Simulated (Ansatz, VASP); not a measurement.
# Zr: VASP beside Ansatz

```
Zr
1.0
    -1.78744    1.78744    1.78744
     1.78744   -1.78744    1.78744
     1.78744    1.78744   -1.78744
Zr
1
Cartesian
  0.0000 0.0000 0.0000
```

Alike in both runs: task electric field gradients; functional PBE; k mesh 16 × 16 × 16; occupations fermi-dirac, width 0.05 eV; no spin polarisation.

```csv
,VASP,Ansatz
version,VASP 6.6.1,Ansatz 0.2.0
potentials or method,"VASP PAW PBE potentials, release 64 (Zr_sv), cutoff 520 eV","all-electron PAW with datasets made for the crystal, scalar-relativistic"
```

|  | VASP | Ansatz | Ansatz less VASP |
| --- | --- | --- | --- |
| pressure (GPa) | 0.0 | 0.0 | 0.00 |

Ansatz ran all-electron here, and VASP with PAW potentials.
